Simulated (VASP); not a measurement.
Input of a VASP 6.6.1 run:

INCAR

```
SYSTEM = Al
PREC = Accurate
ENCUT = 520
EDIFF = 1E-7
ISMEAR = -1
SIGMA = 0.05
LREAL = Auto
LASPH = .True.
NELM = 100
ALGO = Normal
ISIF = 2
LWAVE = .False.
LCHARG = .False.
GGA = PE
IBRION = 2
NSW = 45
EDIFFG = -0.08
```

The input KPOINTS:

```
regular mesh
0
Gamma
  2 2 1
  0 0 0
```

File POSCAR:

```
Al
1.0
    8.5913470000      0.0000000000      0.0000000000
    4.2956740000      7.4403250000      0.0000000000
    0.0000000000      0.0000000000     15.6765370000
Al
28
Selective dynamics
Direct
    0.1111111000      0.1111111000      0.0637896000  F F F
    0.4444444000      0.1111111000      0.0637896000  F F F
    0.7777778000      0.1111111000      0.0637896000  F F F
    0.1111111000      0.4444444000      0.0637896000  F F F
    0.4444444000      0.4444444000      0.0637896000  F F F
    0.7777778000      0.4444444000      0.0637896000  F F F
    0.1111111000      0.7777778000      0.0637896000  F F F
    0.4444444000      0.7777778000      0.0637896000  F F F
    0.7777778000      0.7777778000      0.0637896000  F F F
   -0.1111111000      0.2222222000      0.2129468000  T T T
    0.2222222000      0.2222222000      0.2129468000  T T T
    0.5555556000      0.2222222000      0.2129468000  T T T
   -0.1111111000      0.5555556000      0.2129468000  T T T
    0.2222222000      0.5555556000      0.2129468000  T T T
    0.5555556000      0.5555556000      0.2129468000  T T T
   -0.1111111000      0.8888889000      0.2129468000  T T T
    0.2222222000      0.8888889000      0.2129468000  T T T
    0.5555556000      0.8888889000      0.2129468000  T T T
    0.0000000000      0.0000000000      0.3621040000  T T T
    0.3333333000      0.0000000000      0.3621040000  T T T
    0.6666667000      0.0000000000      0.3621040000  T T T
    0.0000000000      0.3333333000      0.3621040000  T T T
    0.3333333000      0.3333333000      0.3621040000  T T T
    0.6666667000      0.3333333000      0.3621040000  T T T
    0.0000000000      0.6666667000      0.3621040000  T T T
    0.3333333000      0.6666667000      0.3621040000  T T T
    0.6666667000      0.6666667000      0.3621040000  T T T
    0.0177319000      0.1427282000      0.4973380000  T T T
```

Potentials or basis: VASP PAW PBE potentials, release 64 (Al).

Command:

```sh
$ cat potpaw_PBE.64/Al/POTCAR > POTCAR
$ mpirun -np 2 vasp_std > vasp.out
```

Predict the energy gained by relaxing.

8.9 meV/atom.

Predict the band gap on the k mesh.

zero (bands 42 and 43 overlap by 0.14 eV).

Final structure:
```
CELL_PARAMETERS angstrom
8.59135 0.00000 0.00000
4.29567 7.44032 0.00000
0.00000 0.00000 15.67654
ATOMIC_POSITIONS crystal
Al 0.11111 0.11111 0.06379
Al 0.44444 0.11111 0.06379
Al 0.77778 0.11111 0.06379
Al 0.11111 0.44444 0.06379
Al 0.44444 0.44444 0.06379
Al 0.77778 0.44444 0.06379
Al 0.11111 0.77778 0.06379
Al 0.44444 0.77778 0.06379
Al 0.77778 0.77778 0.06379
Al 0.88984 0.22107 0.21486
Al 0.22342 0.22160 0.21562
Al 0.55848 0.22123 0.21736
Al 0.88917 0.55671 0.21363
Al 0.22676 0.55299 0.21510
Al 0.55861 0.55305 0.21739
Al 0.88902 0.88636 0.21347
Al 0.22311 0.88786 0.21531
Al 0.55228 0.89017 0.21554
Al 0.99929 0.97811 0.36030
Al 0.31687 0.00770 0.37496
Al 0.65743 0.99913 0.36852
Al 0.99950 0.35418 0.36123
Al 0.34115 0.33372 0.36888
Al 0.68569 0.32329 0.37548
Al 0.00037 0.66573 0.36733
Al 0.34093 0.65776 0.36869
Al 0.65735 0.67561 0.36874
Al 0.01766 0.15449 0.49305
```

Caveat: the k points lie up to 0.42 Å⁻¹ apart; there is no dipole correction, which matters where the two faces differ.
